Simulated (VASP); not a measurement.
Input of a VASP 6.6.1 run:

INCAR

```
ALGO = Normal
EDIFF = 1E-6
ENCUT = 520
GGA = PE
ISIF = 2
ISMEAR = -1
IVDW = 12
LASPH = T
LCHARG = T
LELF = T
LREAL = Auto
LVHAR = T
LWAVE = F
NBANDS = 68
NELM = 60
PREC = Accurate
SIGMA = 0.05
```

File KPOINTS:

```
k-points
0
Gamma
  2 2 1
```

Contents of POSCAR:

```
H3C5
1.0
    5.0487420000      0.0000000000      0.0000000000
    0.0000000000      5.0487420000      0.0000000000
    0.0000000000      0.0000000000     17.1355610000
H C
12 20
Direct
    0.4277897346      0.0000000000      0.0583581711
    0.0722160095      0.0000000000      0.0583581711
    0.9277954786      0.0000000000      0.0583581711
    0.5722217535      0.0000000000      0.0583581711
    0.4277897346      0.5000057440      0.0583581711
    0.0722160095      0.5000057440      0.0583581711
    0.9277954786      0.5000057440      0.0583581711
    0.5722217535      0.5000057440      0.0583581711
    0.7579908025      0.0186383063      0.3568427086
    0.2846451651      0.5014714557      0.3667927767
    0.7230910195      0.5016695248      0.3581149167
    1.2845972323      1.0075381154      0.3561249031
    0.2500028720      0.0000000000      0.0953981022
    0.7500086160      0.0000000000      0.0953981022
    0.2500028720      0.5000057440      0.0953981022
    0.7500086160      0.5000057440      0.0953981022
    0.2500028720      0.2500028720      0.1474827699
    0.7500086160      0.2500028720      0.1474827699
    0.2500028720      0.7500086160      0.1474827699
    0.7500086160      0.7500086160      0.1474827699
    0.0074077859      0.2570541335      0.1948812764
    0.4978071765      0.2430308382      0.1948054108
   -0.0155880415      0.7555149382      0.2037108677
    0.4797432707      0.7413529945      0.2080877305
   -0.0004951729      0.0330973538      0.2535370742
    0.5040265476      0.0107749614      0.2540331186
    0.0019212707      0.4864182008      0.2535720891
    0.5018279801      0.4755243980      0.2529418208
    0.2552318974      0.0868335122      0.2979418065
    0.7468593166      0.0957862374      0.2972181652
    0.2519439496      0.4109340505      0.3017759384
    0.7496520916      0.4134297217      0.2951581218
```

Potentials or basis: VASP PAW PBE potentials, release 64 (H, C).

Run with:

```sh
$ cat potpaw_PBE.64/H/POTCAR potpaw_PBE.64/C/POTCAR > POTCAR
$ mpirun -np 1 vasp_std > vasp.out
```

(1) Estimate the band gap on the k mesh.

(2) What does it give for the dispersion energy per atom?

(3) What does it give for the largest force?

## Answers

(1) 1.73 eV, indirect (least direct gap 1.82 eV).

(2) -0.104 eV.

(3) 8.957 eV/Å.

Caveat: the k points lie up to 0.62 Å⁻¹ apart.
